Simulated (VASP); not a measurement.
# Ag in VASP: a series of runs

Ag is run at these levels: PBEsol; tasks: single point, relaxation of cell and atoms.

Program: VASP 6.6.1. These are calculated values, not measurements. Logs are shortened: lines on timing, memory, paths and dates and some standing lists are left out, and cuts for length are marked.

### 1 The cell of the first run

The typed cell holds 3 atoms: a = 4.557 Å, b = 4.557 Å, c = 2.803 Å, α = 90.00°, β = 90.00°, γ = 120.00°.

This isn't the form of Ag at room conditions, which is fcc.

### 2 Single point, PBEsol

File INCAR:

```
ALGO     = Normal         # electronic algorithm
EDIFF    = 1E-7           # SCF threshold, eV
ENCUT    = 520            # plane-wave cutoff, eV
GGA      = PS             # functional
ISIF     = 2              # what is computed and relaxed
ISMEAR   = 0              # smearing method
LASPH    = True           # aspherical terms in the spheres
LCHARG   = False          # write CHGCAR
LREAL    = False          # projectors in reciprocal space
LWAVE    = False          # write WAVECAR
NBANDS   = 24             # bands
NELM     = 80             # most SCF steps
PREC     = Accurate       # precision mode
SIGMA    = 0.1            # smearing width, eV
```

File KPOINTS:

```
k-points
0
Gamma
  6 6 4
```

File POSCAR:

```
Ag
1.0
    4.5574744672      0.0000000000      0.0000000000
   -2.2787372336      3.9468886656      0.0000000000
    0.0000000000      0.0000000000      2.8026886221
Ag
3
Direct
    0.3334038586      0.0000000000      0.3333333333
    0.0000000000      0.3334038586      0.6666666667
    0.6665961414      0.6665961414      0.0000000000
```

Potentials or basis: VASP PAW PBE potentials, release 64 (Ag).

The run is started by

```bash
cat potpaw_PBE.64/Ag/POTCAR > POTCAR
mpirun -np 1 vasp_std > vasp.out
```

OUTCAR:

```text
EDIFF = 1E-7
   ENCUT = 520
   GGA = PS
   ISIF = 2
   ISMEAR = 0
   LASPH = True
   LREAL = False
   NELM = 80
   PREC = Accurate

 ion  position               nearest neighbor table
   1  0.333  0.000  0.333-   3 2.79   3 2.79   2 2.79   2 2.79   3 2.79   2 2.79   2 3.23   2 3.23
                             3 3.23   3 3.23   2 3.23   3 3.23
   2  0.000  0.333  0.667-   3 2.79   3 2.79   1 2.79   1 2.79   3 2.79   1 2.79   1 3.23   1 3.23
                             3 3.23   3 3.23   1 3.23   3 3.23
   3  0.667  0.667  0.000-   1 2.79   1 2.79   2 2.79   2 2.79   2 2.79   1 2.79   1 3.23   1 3.23
                             2 3.23   2 3.23   2 3.23   1 3.23

  LATTYP: Found a hexagonal cell.
 ALAT       =     4.5574744672
 C/A-ratio  =     0.6149652932

  Lattice vectors:

 A1 = (   4.5574744672,   0.0000000000,   0.0000000000)
 A2 = (  -2.2787372336,   3.9468886656,   0.0000000000)
 A3 = (   0.0000000000,   0.0000000000,   2.8026886221)

Analysis of symmetry for initial positions (statically):
=====================================================================
 Subroutine PRICEL returns:
 Original cell was already a primitive cell.

 Routine SETGRP: Setting up the symmetry group for a
 hexagonal supercell.

 Subroutine GETGRP returns: Found  6 space group operations
 (whereof  2 operations were pure point group operations)
 out of a pool of 24 trial point group operations.

The static configuration has the point symmetry C_2 .
 The point group associated with its full space group is D_3 .

Analysis of symmetry for dynamics (positions and initial velocities):
=====================================================================
 Subroutine PRICEL returns:
 Original cell was already a primitive cell.

 Routine SETGRP: Setting up the symmetry group for a
 hexagonal supercell.

 Subroutine GETGRP returns: Found  6 space group operations
 (whereof  2 operations were pure point group operations)
 out of a pool of 24 trial point group operations.

The dynamic configuration has the point symmetry C_2 .
 The point group associated with its full space group is D_3 .

 Subroutine INISYM returns: Found  6 space group operations
 (whereof  2 operations are pure point group operations),
 and found     1 'primitive' translations

----------------------------------------------------------------------------------------

                                     Primitive cell

  volume of cell :      50.4143

  direct lattice vectors                    reciprocal lattice vectors
     4.557474467  0.000000000  0.000000000     0.219419770  0.126682063  0.000000000
    -2.278737234  3.946888666  0.000000000     0.000000000  0.253364127  0.000000000
     0.000000000  0.000000000  2.802688622     0.000000000  0.000000000  0.356800250

  length of vectors
     4.557474467  4.557474467  2.802688622     0.253364127  0.253364127  0.356800250

  position of ions in fractional coordinates (direct lattice)
     0.333403859  0.000000000  0.333333333
     0.000000000  0.333403859  0.666666667
     0.666596141  0.666596141  0.000000000

  ion indices of the primitive-cell ions
   primitive index   ion index
                 1           1
                 2           2
                 3           3

----------------------------------------------------------------------------------------

 KPOINTS: k-points

Automatic generation of k-mesh.
 Grid dimensions read from file:
 generate k-points for:    6    6    4

 Generating k-lattice:

  Cartesian coordinates                     Fractional coordinates (reciprocal lattice)
     0.036569962  0.021113677  0.000000000     0.166666667  0.000000000  0.000000000
     0.000000000  0.042227354  0.000000000     0.000000000  0.166666667  0.000000000
     0.000000000  0.000000000  0.089200062     0.000000000  0.000000000  0.250000000

  Length of vectors
     0.042227354  0.042227354  0.089200062

  Shift w.r.t. Gamma in fractional coordinates (k-lattice)
     0.000000000  0.000000000  0.000000000

 Subroutine IBZKPT returns following result:
 ===========================================

 Found     24 irreducible k-points:

 Following reciprocal coordinates:
            Coordinates               Weight
  0.000000  0.000000  0.000000      1.000000
  0.166667  0.000000  0.000000      6.000000
  0.333333  0.000000  0.000000      6.000000
  0.500000  0.000000  0.000000      3.000000
  0.166667  0.166667  0.000000      6.000000
  0.333333  0.166667  0.000000     12.000000
[... 16 lines left out ...]
  0.333333  0.166667  0.500000     12.000000
  0.333333  0.333333  0.500000      2.000000
   k-points           NKPTS =     24   k-points in BZ     NKDIM =     24   number of bands    NBANDS=     24
   number of dos      NEDOS =    301   number of ions     NIONS =      3
   total plane-waves  NPLWV =  31104
   dimension x,y,z NGX =    36 NGY =   36 NGZ =   24
   dimension x,y,z NGXF=    72 NGYF=   72 NGZF=   48
   ions per type =               3
   NGX,Y,Z   is equivalent  to a cutoff of  13.13, 13.13, 14.24 a.u.
   NGXF,Y,Z  is equivalent  to a cutoff of  26.26, 26.26, 28.47 a.u.
 SYSTEM =  unknown system
   PREC   = accura    normal or accurate (medium, high low for compatibility)
   ISTART =      0    job   : 0-new  1-cont  2-samecut
   ICHARG =      2    charge: 1-file 2-atom 10-const
   ISPIN  =      1    spin polarized calculation?
   LNONCOLLINEAR =      F non collinear calculations
   LSORBIT =      F    spin-orbit coupling
   LASPH  =      T    aspherical Exc in radial PAW
   ENCUT  =  520.0 eV  38.22 Ry    6.18 a.u.   8.47  8.47  5.21*2*pi/ulx,y,z
   NELM   =     80;   NELMIN=  2; NELMDL= -5     # of ELM steps
   EDIFF  = 0.1E-06   stopping-criterion for ELM
   LREAL  =      F    real-space projection
   EDIFFG = 0.1E-05   stopping-criterion for IOM
   NSW    =      0    number of steps for IOM
   IBRION =     -1    ionic relax: 0-MD 1-quasi-New 2-CG
   NFREE  =      0    steps in history (QN), initial steepest desc. (CG)
   ISIF   =      2    stress and relaxation
   ISYM   =      2    0-nonsym 1-usesym 2-fastsym
   POTIM  = 0.5000    time-step for ionic-motion
   TEBEG  =    0.0;   TEEND  =   0.0 temperature during run
   PSTRESS=    0.0 pullay stress
   NELECT =      33.0000    total number of electrons
   NUPDOWN=      -1.0000    fix difference up-down
   EMIN   =  10.00;   EMAX   =-10.00  energy-range for DOS
   EFERMI =   0.00;   METHOD = LEGACY
   ISMEAR =     0;   SIGMA  =   0.10  broadening in eV -4-tet -1-fermi 0-gaus
   EFERMI_NEDOS =   21; number of points for ismear=-14 and -15
   IALGO  =     38    algorithm
   IMIX   =      4    mixing-type and parameters
     AMIX     =   0.40;   BMIX     =  1.00
     AMIX_MAG =   1.60;   BMIX_MAG =  1.00
  volume/ion in A,a.u.               =      16.80       113.40
  Fermi-wavevector in a.u.,A,eV,Ry     =   1.421439  2.686130 27.490410  2.020488
  Thomas-Fermi vector in A             =   2.542248
   LORBIT       =      0    0 simple, 1 ext, 2 COOP (PROOUT), +10 PAW based schemes
   GGA     = PS    functional components
   LHFCALC =     F    Hartree Fock is set to
   AEXX    =    0.0000 exact exchange contribution
   IVDW    =     0    specifies the selected vdW correction
   LEPSILON=     F    determine dielectric tensor
   LRPA    =     F    only Hartree local field effects (RPA)
 non-spin polarized calculation
 Gauss-broadening in eV      SIGMA  =   0.10
  energy-cutoff  :      520.00
  volume of cell :       50.41
 maximum number of plane-waves:      1402
 NGX is ok and might be reduce to    36

 number of electron      33.0000008 magnetization

 Free energy of the ion-electron system (eV)
  ---------------------------------------------------
  ext. energy  EPLUGINS =         0.00000000
  ---------------------------------------------------
  free energy    TOTEN  =        -9.68536640 eV

  energy without entropy =       -9.68137742  energy(sigma->0) =       -9.68337191

 E-fermi :   8.5330     XC(G=0): -12.4998

 val. band max:        8.4229350310   @ k =   0.1667   0.0000   0.5000
 cond. band min:       8.6222423930   @ k =   0.1667   0.1667   0.5000
 fundamental gap:      0.1993073620
 Fermi energy:         8.5330149302

 k-point     1 :       0.0000    0.0000    0.0000
  band No.  band energies     occupation
      1       0.5039      2.00000
      2       2.5886      2.00000
      3       2.5886      2.00000
      4       3.4415      2.00000
      5       3.4416      2.00000
      6       3.4416      2.00000
[... 16 lines left out ...]
     23      22.7387      0.00000
     24      22.7387      0.00000

 k-point     2 :       0.1667    0.0000    0.0000
  band No.  band energies     occupation
      1       0.8110      2.00000
      2       2.4746      2.00000
      3       2.5631      2.00000
      4       2.9854      2.00000
      5       3.1216      2.00000
      6       3.4508      2.00000
[... 16 lines left out ...]
     23      22.6537      0.00000
     24      22.8277      0.00000

 k-point     3 :       0.3333    0.0000    0.0000
  band No.  band energies     occupation
      1       1.6230      2.00000
      2       2.1188      2.00000
      3       2.5609      2.00000
      4       2.7514      2.00000
      5       3.0767      2.00000
      6       3.3183      2.00000
[... 16 lines left out ...]
     23      22.4160      0.00000
     24      23.4377      0.00000
[... 514 lines left out ...]
 k-point    23 :       0.3333    0.1667    0.5000
  band No.  band energies     occupation
      1       2.1066      2.00000
      2       2.5146      2.00000
      3       2.5600      2.00000
      4       2.8264      2.00000
      5       3.0314      2.00000
      6       3.1635      2.00000
[... 16 lines left out ...]
     23      18.5280      0.00000
     24      21.0488      0.00000

 k-point    24 :       0.3333    0.3333    0.5000
  band No.  band energies     occupation
      1       2.3707      2.00000
      2       2.3713      2.00000
      3       2.3713      2.00000
      4       3.2629      2.00000
      5       3.2629      2.00000
      6       3.2642      2.00000
[... 16 lines left out ...]
     23      20.4860      0.00000
     24      20.4870      0.00000

------------------------ aborting loop because EDIFF is reached ----------------------------------------

  FORCE on cell =-STRESS in cart. coord.  units (eV):
  Direction    XX          YY          ZZ          XY          YZ          ZX
  --------------------------------------------------------------------------------------
  -------------------------------------------------------------------------------------
  Total       -0.1109515     -0.1109515      0.0082554      0.0000000      0.0000000      0.0000000
  in kB       -3.5260617     -3.5260617      0.2623585      0.0000000      0.0000000      0.0000000
  external PRESSURE =      -2.2632549 kB  Pullay stress =       0.0000000 kB

 VOLUME and BASIS-vectors are now :
 -----------------------------------------------------------------------------
  energy-cutoff  :      520.00
  volume of cell :       50.41
      direct lattice vectors                 reciprocal lattice vectors
     4.557474467  0.000000000  0.000000000     0.219419770  0.126682063  0.000000000
    -2.278737234  3.946888666  0.000000000     0.000000000  0.253364127  0.000000000
     0.000000000  0.000000000  2.802688622     0.000000000  0.000000000  0.356800250

 POSITION                                       TOTAL-FORCE (eV/Angst)
 -----------------------------------------------------------------------------------
      1.51948      0.00000      0.93423        -0.002863      0.000000      0.000000
     -0.75974      1.31591      1.86846         0.001432     -0.002480     -0.000000
      1.51900      2.63098      0.00000         0.001432      0.002480     -0.000000
 -----------------------------------------------------------------------------------
    total drift:                                0.000000     -0.000000      0.000000

  FREE ENERGIE OF THE ION-ELECTRON SYSTEM (eV)
  ---------------------------------------------------
  free  energy   TOTEN  =        -9.6853663967 eV

  energy  without entropy=       -9.6813774231  energy(sigma->0) =       -9.68337191
```

It took 34 s on 1 thread of AMD EPYC 7R13, shared host; peak memory 0.15 GiB.

What came out:

```
Free energy            : -9.6854 eV
Pressure               : -0.2 GPa
Band gap on the k mesh : zero (an odd number of electrons rules out a gap without spin polarisation)
```

Forces in eV/Å, atoms in the order of the input:
```
Ag  -0.003  0.000  0.000
Ag   0.001 -0.002  0.000
Ag   0.001  0.002  0.000
```

Levels at points of the mesh, in eV from the Fermi level:
```csv
k point,band 13,band 14,band 15,band 16,band 17,band 18,band 19,band 20
"(0.00, 0.00, 0.00)",-3.53,-3.53,-3.53,-3.53,4.74,4.74,4.74,4.74
"(0.50, 0.00, 0.00)",-3.57,-3.54,-3.03,-3.03,-2.61,-0.24,4.17,12.39
"(0.00, 0.00, 0.50)",-2.89,-2.86,-2.86,-0.26,-0.26,6.80,6.80,6.80
"(0.50, 0.00, 0.50)",-3.11,-3.11,-2.63,-0.28,1.95,1.95,4.10,7.18
```

Caveat: the k points lie up to 0.56 Å⁻¹ apart, too coarse for converged energies and pressures of a metal; the PAW data sets were made with another functional, which shifts forces and pressure a little.

### 3 Single point, PBEsol

This run uses another cell than the first one: it holds 1 atom, not 3.

File INCAR:

```
SYSTEM = Ag
PREC = Accurate
ENCUT = 520
EDIFF = 1E-6
ISMEAR = 0
SIGMA = 0.1
LREAL = .FALSE.
LASPH = .TRUE.
NELM = 80
ALGO = Normal
ISIF = 2
LWAVE = .FALSE.
LCHARG = .FALSE.
GGA = PS
NBANDS = 12
```

File KPOINTS:

```
Automatic mesh
0
G
  24 24 24
  0 0 0
```

File POSCAR:

```
Ag
1.0
   -1.6124655337      1.6124655337      1.6124655337
    1.6124655337     -1.6124655337      1.6124655337
    1.6124655337      1.6124655337     -1.6124655337
Ag
1
Direct
    0.0000000000      0.0000000000      0.0000000000
```

Potentials or basis: VASP PAW PBE potentials, release 64 (Ag).

The run is started by

```bash
cat potpaw_PBE.64/Ag/POTCAR > POTCAR
mpirun -np 1 vasp_std > vasp.out
```

Wall time 1.9 min (1 thread of AMD EPYC 7R13, shared host); peak memory 0.17 GiB.

It converged, with:

| Item | Value |
| --- | --- |
| Free energy | -3.2710 eV |
| Pressure | -0.2 GPa |
| Band gap on the k mesh | zero (an odd number of electrons rules out a gap without spin polarisation) |

Levels at points of the mesh, in eV from the Fermi level:
```tsv
k point	band 2	band 3	band 4	band 5	band 6	band 7	band 8	band 9	band 10	band 11
(0.00, 0.00, 0.00)	-4.95	-4.95	-4.95	-3.56	-3.56	18.01	18.01	18.01	24.56	24.56
(0.50, 0.00, 0.00)	-5.76	-3.62	-3.43	-2.51	-0.16	4.25	13.38	14.61	20.23	21.50
(0.50, 0.50, 0.50)	-6.45	-2.76	-2.76	-2.76	6.91	6.91	6.91	13.06	13.71	13.71
```

Caveat: the PAW data sets were made with another functional, which shifts forces and pressure a little.

### 4 Relaxation of cell and atoms, PBEsol

This run uses another cell than the first one: it holds 1 atom, not 3.

File INCAR:

```
SYSTEM = Ag
PREC = Accurate
ENCUT = 600
EDIFF = 1E-6
ISMEAR = 0
SIGMA = 0.1
LREAL = .FALSE.
LASPH = .TRUE.
NELM = 60
ALGO = Normal
ISIF = 3
LWAVE = .FALSE.
LCHARG = .FALSE.
GGA = PS
IBRION = 2
NSW = 100
EDIFFG = -0.01
```

KPOINTS is that of step 3.

File POSCAR:

```
Ag
1.0
   -1.6135879156      1.6135879156      1.6135879156
    1.6135879156     -1.6135879156      1.6135879156
    1.6135879156      1.6135879156     -1.6135879156
Ag
1
Direct
    0.0000000000      0.0000000000      0.0000000000
```

The run is started by

```bash
cat potpaw_PBE.64/Ag/POTCAR > POTCAR
mpirun -np 1 vasp_std > vasp.out
```

It took 2.6 min on 1 thread of AMD EPYC 7R13, shared host; peak memory 0.19 GiB.

The run converged. Its results:

| Property | Result |
| --- | --- |
| Free energy | -3.2712 eV |
| Relaxed volume | 16.74 Å³/atom |
| Relaxed cell | a = 2.791 Å, b = 2.791 Å, c = 2.791 Å, α = 109.47°, β = 109.47°, γ = 109.47° |
| Space group after relaxing (to 0.1 Å) | Im-3m (No. 229) |
| Energy gained by relaxing | 0.1 meV/atom |
| Ionic steps | 3 |
| Pressure after relaxing | 0.0 GPa |
| Band gap on the k mesh | zero (an odd number of electrons rules out a gap without spin polarisation) |

The path:
```
step  energy change (eV)  largest force (eV/Å)  pressure (GPa)  volume (Å³)
   1              0.0000                0.0000           -0.46        16.80
   2              0.0000                0.0000            0.28        16.69
   3             -0.0001                0.0000            0.01        16.74
```

Final structure:
```cif
data_structure
_symmetry_space_group_name_H-M 'P 1'
_symmetry_Int_Tables_number 1
_cell_length_a 2.7911
_cell_length_b 2.7911
_cell_length_c 2.7911
_cell_angle_alpha 109.471
_cell_angle_beta 109.471
_cell_angle_gamma 109.471
_cell_volume 16.74
loop_
_atom_site_label
_atom_site_type_symbol
_atom_site_fract_x
_atom_site_fract_y
_atom_site_fract_z
_atom_site_occupancy
Ag1 Ag 0.00000 0.00000 0.00000 1
```

Levels at points of the mesh, in eV from the Fermi level:
```
           k point  band 4  band 5  band 6  band 7  band 8  band 9
(0.00, 0.00, 0.00)   -4.95   -3.56   -3.56   18.02   18.02   18.02
(0.50, 0.00, 0.00)   -3.43   -2.51   -0.17    4.27   13.39   14.62
(0.50, 0.50, 0.50)   -2.77   -2.77    6.91    6.91    6.91   13.09
```

Caveat: the PAW data sets were made with another functional, which shifts forces and pressure a little.

### 5 The runs side by side

| task | cell | k mesh | cutoff (eV) | gap on the mesh (eV) | pressure (GPa) |
| --- | --- | --- | --- | --- | --- |
| single point | a = 4.557, b = 4.557, c = 2.803 Å, angles 90.0, 90.0, 120.0°, 3 atoms, atomic positions A | 6 × 6 × 4 | 520 | none | -0.2 |
| single point | a = 2.793 Å, angles 109.5°, 1 atom, atomic positions B | 24 × 24 × 24 | 520 | none | -0.2 |
| relaxation of cell and atoms | relaxed from a = 2.795 Å, angles 109.5°, 1 atom, atomic positions B | 24 × 24 × 24 | 600 | none | 0.0 |

Alike in all rows: level PBEsol; potentials or basis VASP PAW PBE potentials, release 64 (Ag); no spin polarisation; smearing gaussian 0.1 eV.

Caveats: some runs use coarse meshes; the PAW data sets were made with another functional, which shifts forces and pressure a little.

Total energies depend on the potentials used, so only differences within one code and one set of settings carry meaning.

The gap in the log of VASP goes by the Fermi energy; the results here count the filled bands.